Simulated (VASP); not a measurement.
Runs of VASP 6.6.1 on Ga2O. The structure is that of space group P-6m2 (No. 187), or close to it. The cells are those of the table. 

```tsv
task	spin	cell	k mesh	cutoff (eV)	gap on the mesh (eV)	pressure (GPa)	moment (μB)	relaxed volume (Å³/atom)
single point	off	a = 3.375, b = 3.375, c = 5.397 Å, angles 90.0, 90.0, 120.0°, 3 atoms	18 × 18 × 10	520	none	0.3	-	-
single point	collinear, ferromagnetic start	a = 4.525, b = 4.525, c = 2.769 Å, angles 90.0, 90.0, 120.0°, 3 atoms	6 × 6 × 6	520	none	-7.7	0.19	-
relaxation of cell and atoms	off	relaxed from a = 4.525, b = 4.525, c = 2.769 Å, angles 90.0, 90.0, 120.0°, 3 atoms	6 × 6 × 6	600	none	0.1	-	15.34
single point	off	a = 3.374, b = 3.374, c = 5.343 Å, angles 90.0, 90.0, 120.0°, 3 atoms	6 × 6 × 6	520	none	0.3	-	-
relaxation of cell and atoms	off	relaxed from a = 3.374, b = 3.374, c = 5.343 Å, angles 90.0, 90.0, 120.0°, 3 atoms	18 × 18 × 10	600	none	0.0	-	(b)
single point	off	a = 4.525, b = 4.525, c = 2.769 Å, angles 90.0, 90.0, 120.0°, 3 atoms	6 × 6 × 6	520	none	-7.4	-	-
single point	collinear, ferromagnetic start	a = 3.374, b = 3.374, c = 5.343 Å, angles 90.0, 90.0, 120.0°, 3 atoms	6 × 6 × 4	520	none	(a)	0.00	-
```

Alike in all rows: level PBE; potentials or basis VASP PAW PBE potentials, release 64 (Ga_d, O); smearing gaussian 0.1 eV.

Problem. Fill in the values left out.

Solution. (a) 0.5; (b) 17.70.

Caveats: some runs use coarse meshes.

A k mesh can miss the band edges, and the runs leave out spin-orbit coupling on Ga.

A gap of «none» marks levels without a gap at the run's occupations.
